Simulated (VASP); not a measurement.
Here is a VASP 6.6.1 calculation.

The input INCAR:

```
SYSTEM = TiO2
PREC = Accurate
ENCUT = 600
EDIFF = 1E-6
ISMEAR = 0
SIGMA = 0.02
LREAL = .False.
LASPH = .True.
NELM = 200
ALGO = Normal
ISIF = 2
LWAVE = .False.
LCHARG = .False.
LMAXMIX = 4
LDAU = .True.
LDAUTYPE = 2
LDAUL = 2 -1
LDAUU = 4 0
LDAUJ = 0 0
LDAUPRINT = 1
GGA = PE
IVDW = 12
NBANDS = 19
GGA_COMPAT = .False.
```

KPOINTS

```
regular mesh
0
Gamma
  9 9 9
  0 0 0
```

The input POSCAR:

```
TiO2
1.0
    1.5040433916      0.8683598570      4.8951988906
   -1.5040433916      0.8683598570      4.8951988906
    0.0000000000     -1.7367197141      4.8951988906
Ti O
1 2
Direct
    0.0000000000      0.0000000000      0.0000000000
    0.6017580785      0.6017580785      0.6017580785
    0.3982419215      0.3982419215      0.3982419215
```

Potentials or basis: VASP PAW PBE potentials, release 64 (Ti_sv, O).

Command:

```bash
$ cat potpaw_PBE.64/Ti_sv/POTCAR potpaw_PBE.64/O/POTCAR > POTCAR
$ mpirun -np 1 vasp_std > vasp.out
```

Q: Estimate the pressure.

A: 3.3 GPa.

Q: Predict the largest force.

A: 0.389 eV/Å.

Forces in eV/Å, atoms in the order of the input:
```
Ti   0.000  0.000  0.000
O    0.000  0.000 -0.389
O    0.000  0.000  0.389
```

Caveat: the cell stands under pressure.
